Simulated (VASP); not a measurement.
# Cd3SeS2 (P3m1) in VASP: notebook, part 2 of 2

VASP 6.6.1. The steps go on from the part before.

## (3) Relaxation of cell and atoms, PBE

This run uses another cell than the first one, of 26.00 Å³/atom, 0.947 times its volume.

Contents of INCAR:

```
  ALGO = Normal
  EDIFF = 1E-6
  EDIFFG = -0.08
  ENCUT = 600
  GGA = PE
  IBRION = 2
  ISIF = 3
  ISMEAR = 0
  LASPH = True
  LCHARG = False
  LREAL = False
  LWAVE = False
  NELM = 60
  NSW = 36
  PREC = Accurate
  SIGMA = 0.15
```

Contents of KPOINTS:

```
k-points
0
Gamma
  3 3 2
```

Contents of POSCAR:

```
Cd3SeS2
1.0
    4.1900000000      0.0000000000      0.0000000000
   -2.0950000000      3.6286464400      0.0000000000
    0.0000000000      0.0000000000     10.2600000000
Cd Se S
3 1 2
Direct
    0.6666666700      0.3333333300      0.6666700000
    0.0000000000      0.0000000000      0.0000000000
    0.3333333300      0.6666666700      0.3333300000
    0.0000000000      0.0000000000      0.2500000000
    0.6666666700      0.3333333300      0.9166700000
    0.3333333300      0.6666666700      0.5833300000
```

Potentials or basis: VASP PAW PBE potentials, release 64 (Cd, Se, S).

Launch:

```sh
$ cat potpaw_PBE.64/Cd/POTCAR potpaw_PBE.64/Se/POTCAR potpaw_PBE.64/S/POTCAR > POTCAR
$ mpirun -np 1 vasp_std > vasp.out
```

Run time: 3.1 min. Hardware: 1 thread of Intel Xeon Platinum 8259CL at 2.50GHz (Skylake/Cascade Lake), shared host; peak memory 0.35 GiB.

Results (log left out):

- Free energy: -17.5089 eV
- Relaxed volume: 27.56 Å³/atom
- Relaxed cell: a = 4.286 Å, b = 4.286 Å, c = 10.397 Å, α = 90.00°, β = 90.00°, γ = 120.00°
- Space group after relaxing (to 0.05 Å): P3m1 (No. 156)
- Energy gained by relaxing: 25.5 meV/atom
- Ionic steps: 7
- Pressure after relaxing: -0.1 GPa
- Largest force after relaxing: 0.076 eV/Å
- Band gap on the k mesh: 0.61 eV, direct

Forces on the atoms (eV/Å):
```
Cd   0.000  0.000  0.001
Cd   0.000  0.000  0.076
Cd   0.000  0.000 -0.026
Se   0.000  0.000 -0.065
S    0.000  0.000 -0.047
S    0.000  0.000  0.061
```

Stress tensor (GPa, compression positive):
```
 0.00  0.00  0.00
 0.00  0.00  0.00
 0.00  0.00 -0.17
```

Step by step:
```tsv
step	energy change (eV)	largest force (eV/Å)	pressure (GPa)	volume (Å³)
1	0.0000	0.6552	3.44	155.99
2	-0.1165	0.2991	-0.96	168.92
3	-0.1222	0.3472	-0.27	166.44
4	-0.1346	0.2507	-0.15	165.99
5	-0.1464	0.3063	0.14	164.89
6	-0.1529	0.0983	-0.03	165.29
7	-0.1531	0.0759	-0.06	165.36
```

Final structure:
```
Cd Se S
1.0
     4.28555    0.00000    0.00000
    -2.14278    3.71140    0.00000
     0.00000    0.00000   10.39652
Cd Se S
3 1 2
Direct
  0.66667 0.33333 0.66647
  0.00000 0.00000 0.99015
  0.33333 0.66667 0.34267
  0.00000 0.00000 0.24863
  0.66667 0.33333 0.91374
  0.33333 0.66667 0.58834
```

Levels at points of the mesh, in eV from the valence-band top:
```csv
k point,band 25,band 26,band 27,band 28,band 29,band 30
"(0.00, 0.00, 0.00)",-0.18,0.00,0.00,0.61,2.32,2.59
"(0.00, 0.00, 0.50)",-0.57,-0.05,-0.05,1.75,1.85,2.52
```

Caveat: the k points lie up to 0.56 Å⁻¹ apart in the final cell; the relaxation stopped at a loose force limit of 0.08 eV/Å, so its end isn't a converged minimum.

## (4) Single point, PBE

This run uses another cell than the first one, of 27.22 Å³/atom, 0.991 times its volume.

Contents of INCAR:

```
PREC     = Accurate       # precision mode
ENCUT    = 520            # plane-wave cutoff, eV
EDIFF    = 1E-6           # SCF threshold, eV
ISMEAR   = 0              # smearing method
SIGMA    = 0.02           # smearing width, eV
LREAL    = False          # projectors in reciprocal space
LASPH    = True           # aspherical terms in the spheres
NELM     = 100            # most SCF steps
ALGO     = Normal         # electronic algorithm
ISIF     = 2              # what is computed and relaxed
LWAVE    = False          # write WAVECAR
LCHARG   = False          # write CHGCAR
GGA      = PE             # functional
NBANDS   = 36             # bands
```

Contents of KPOINTS:

```
regular mesh
0
Gamma
  6 6 4
```

Contents of POSCAR:

```
Cd3SeS2
1.0
    4.2520759526      0.0000000000      0.0000000000
   -2.1260379763      3.6824057938      0.0000000000
    0.0000000000      0.0000000000     10.4298360035
Cd Se S
3 1 2
Direct
    0.6666666667      0.3333333333      0.6666400374
    0.0000000000      0.0000000000      0.9909132103
    0.3333333333      0.6666666667      0.3430191904
    0.0000000000      0.0000000000      0.2477730043
    0.6666666667      0.3333333333      0.9129522025
    0.3333333333      0.6666666667      0.5887023552
```

Potentials or basis: VASP PAW PBE potentials, release 64 (Cd, Se, S).

Launch:

```sh
$ cat potpaw_PBE.64/Cd/POTCAR potpaw_PBE.64/Se/POTCAR potpaw_PBE.64/S/POTCAR > POTCAR
$ mpirun -np 1 vasp_std > vasp.out
```

OUTCAR:

```text
PREC = Accurate
   ENCUT = 520
   EDIFF = 1E-6
   ISMEAR = 0
   LREAL = False
   LASPH = True
   NELM = 100
   ISIF = 2
   GGA = PE

 ion  position               nearest neighbor table
   1  0.667  0.333  0.667-   5 2.57   6 2.59   6 2.59   6 2.59
   2  0.000  0.000  0.991-   5 2.59   5 2.59   5 2.59   4 2.68
   3  0.333  0.667  0.343-   6 2.56   4 2.65   4 2.65   4 2.65
   4  0.000  0.000  0.248-   3 2.65   3 2.65   3 2.65   2 2.68
   5  0.667  0.333  0.913-   1 2.57   2 2.59   2 2.59   2 2.59
   6  0.333  0.667  0.589-   3 2.56   1 2.59   1 2.59   1 2.59
[... 1140 lines left out ...]
  -------------------------------------------------------------------------------------
  Total        0.2819263      0.2819263      0.2860191      0.0000000      0.0000000      0.0000000
  in kB        2.7658973      2.7658973      2.8060508      0.0000000      0.0000000      0.0000000
  external PRESSURE =       2.7792818 kB  Pullay stress =       0.0000000 kB

 VOLUME and BASIS-vectors are now :
 -----------------------------------------------------------------------------
  energy-cutoff  :      520.00
  volume of cell :      163.31
      direct lattice vectors                 reciprocal lattice vectors
     4.252075953  0.000000000  0.000000000     0.235179242  0.135780799  0.000000000
    -2.126037976  3.682405794  0.000000000     0.000000000  0.271561597  0.000000000
     0.000000000  0.000000000 10.429836004     0.000000000  0.000000000  0.095878785

 POSITION                                       TOTAL-FORCE (eV/Angst)
 -----------------------------------------------------------------------------------
      2.12604      1.22747      6.95295         0.000000     -0.000000     -0.003617
      0.00000      0.00000     10.33506        -0.000000      0.000000      0.002289
     -0.00000      2.45494      3.57763         0.000000     -0.000000     -0.003746
      0.00000      0.00000      2.58423         0.000000     -0.000000     -0.001768
      2.12604      1.22747      9.52194         0.000000     -0.000000      0.006148
     -0.00000      2.45494      6.14007        -0.000000     -0.000000      0.000693
 -----------------------------------------------------------------------------------
    total drift:                                0.000001     -0.000001      0.000905

  FREE ENERGIE OF THE ION-ELECTRON SYSTEM (eV)
  ---------------------------------------------------
  free  energy   TOTEN  =       -17.7482882885 eV

  energy  without entropy=      -17.7482882885  energy(sigma->0) =      -17.74828829
```

stdout:

```text
POSCAR found type information on POSCAR CdSeS
 POSCAR found :  3 types and       6 ions
 scaLAPACK will be used
 LDA part: xc-table for (Slater+PW92), standard interpolation
 POSCAR, INCAR and KPOINTS ok, starting setup
 FFT: planning ... GRIDC
 FFT: planning ... GRID_SOFT
 FFT: planning ... GRID
 WAVECAR not read
 entering main loop
```

Wall time 1.7 min (1 thread of Intel Xeon Platinum 8259CL at 2.50GHz (Skylake/Cascade Lake), shared host); peak memory 0.34 GiB.

Results:

| Property | Result |
| --- | --- |
| Free energy | -17.7483 eV |
| Pressure | 0.3 GPa |
| Largest force | 0.006 eV/Å |
| Band gap on the k mesh | 0.66 eV, direct |

Forces on the atoms (eV/Å):
```
Cd   0.000  0.000 -0.004
Cd   0.000  0.000  0.002
Cd   0.000  0.000 -0.004
Se   0.000  0.000 -0.002
S    0.000  0.000  0.006
S    0.000  0.000  0.001
```

## (5) The runs side by side

| task | cell | k mesh | cutoff (eV) | smearing | gap on the mesh (eV) | pressure (GPa) | largest force (eV/Å) |
| --- | --- | --- | --- | --- | --- | --- | --- |
| single point | a = 4.284, b = 4.284, c = 10.365 Å, angles 90.0, 90.0, 120.0°, 6 atoms | 3 × 3 × 2 | 520 | gaussian 0.15 eV | 0.64 | 0.2 | 0.04 |
| relaxation of cell and atoms | relaxed from a = 4.190, b = 4.190, c = 10.260 Å, angles 90.0, 90.0, 120.0°, 6 atoms | 3 × 3 × 2 | 600 | gaussian 0.15 eV | 0.61 | -0.1 | 0.08 |
| single point | a = 4.252, b = 4.252, c = 10.430 Å, angles 90.0, 90.0, 120.0°, 6 atoms | 6 × 6 × 4 | 520 | gaussian 0.02 eV | 0.66 | 0.3 | 0.01 |

Alike in all rows: level PBE; potentials or basis VASP PAW PBE potentials, release 64 (Cd, Se, S); no spin polarisation.

Caveats: some runs use coarse meshes; the relaxation stopped at a loose force limit of 0.08 eV/Å, so its end isn't a converged minimum (some runs).

Absolute energies hang on the potentials; compare differences alone.
